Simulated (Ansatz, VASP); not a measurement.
**BaTiO3: VASP beside Ansatz**

The input INCAR:

```
PREC     = Accurate       # precision mode
ENCUT    = 520            # plane-wave cutoff, eV
EDIFF    = 1E-6           # SCF threshold, eV
ISMEAR   = -1             # smearing method
SIGMA    = 0.02           # smearing width, eV
LREAL    = False          # projectors in reciprocal space
LASPH    = True           # aspherical terms in the spheres
NELM     = 60             # most SCF steps
ALGO     = Normal         # electronic algorithm
ISIF     = 2              # what is computed and relaxed
LWAVE    = False          # write WAVECAR
LCHARG   = False          # write CHGCAR
GGA      = PE             # functional
NBANDS   = 28             # bands
```

Contents of KPOINTS:

```
Automatic mesh
0
Gamma
  6 6 6
```

File POSCAR:

```
BaTiO3
1.0
    4.0514814922      0.0000000000      0.0000000000
    0.0000000000      4.0514814922      0.0000000000
    0.0000000000      0.0000000000      4.1952456407
Ba Ti O
1 1 3
Direct
    0.5000000000      0.5000000000      0.5909419851
    0.0000000000      0.0000000000      0.1087880958
    0.0000000000      0.5000000000      0.0618146036
    0.5000000000      0.0000000000      0.0618146036
    0.0000000000      0.0000000000      0.5366377018
```

Input for Ansatz:

```yaml
crystal:
  lattice:
    - [4.0514814922, 0.0, 0.0]
    - [0.0, 4.0514814922, 0.0]
    - [0.0, 0.0, 4.1952456407]
  atoms:
    - { symbol: Ba, position: [0.5, 0.5, 0.5909419851] }
    - { symbol: Ti, position: [0.0, 0.0, 0.1087880958] }
    - { symbol: O, position: [0.0, 0.5, 0.0618146036] }
    - { symbol: O, position: [0.5, 0.0, 0.0618146036] }
    - { symbol: O, position: [0.0, 0.0, 0.5366377018] }
kpoints:
  mp_grid: { grid: [6, 6, 6] }
  band_path:
    path:
      - [0.0, 0.0, 0.0]
      - [0.0, 0.5, 0.0]
      - [0.5, 0.5, 0.0]
      - [0.0, 0.0, 0.5]
      - [0.0, 0.5, 0.5]
      - [0.5, 0.5, 0.5]
    npoints: 1
hamiltonian:
  xc: pbe
scf:
  occupations: { method: fermi_dirac, width: 0.02 }
  n_extra_bands: 5
output:
  forces: true
  stress: true
  eigenvalues: true
```

Change from the starting cell: hydrostatic strain +2.0%.

Alike in both runs: task single point; functional PBE; k mesh 6 × 6 × 6; occupations fermi-dirac, width 0.02 eV; no spin polarisation.

|  | VASP | Ansatz |
| --- | --- | --- |
| version | VASP 6.6.1 | Ansatz 0.2.0 |
| potentials or method | VASP PAW PBE potentials, release 64 (Ba_sv, Ti_sv, O) | plane waves, PAW |
| plane-wave cutoff (eV) | 520 | 420 |
| valence electrons in the cell | 40 | 40 |

|  | VASP | Ansatz | Ansatz less VASP |
| --- | --- | --- | --- |
| gap on the k mesh at the Fermi level (eV) | 1.74 | 1.80 | +0.056 |
| pressure (GPa) | -2.6 | -4.1 | -1.42 |
| traceless stress, the component that is largest in VASP (GPa) | 2.58 | 2.46 | -0.120 |
| rms of the force components (eV/Å) | 0.083 | 0.050 | -0.0331 |

Atom by atom the forces differ by 0.039 eV/Å (rms over components).

Spin-orbit coupling is off throughout.
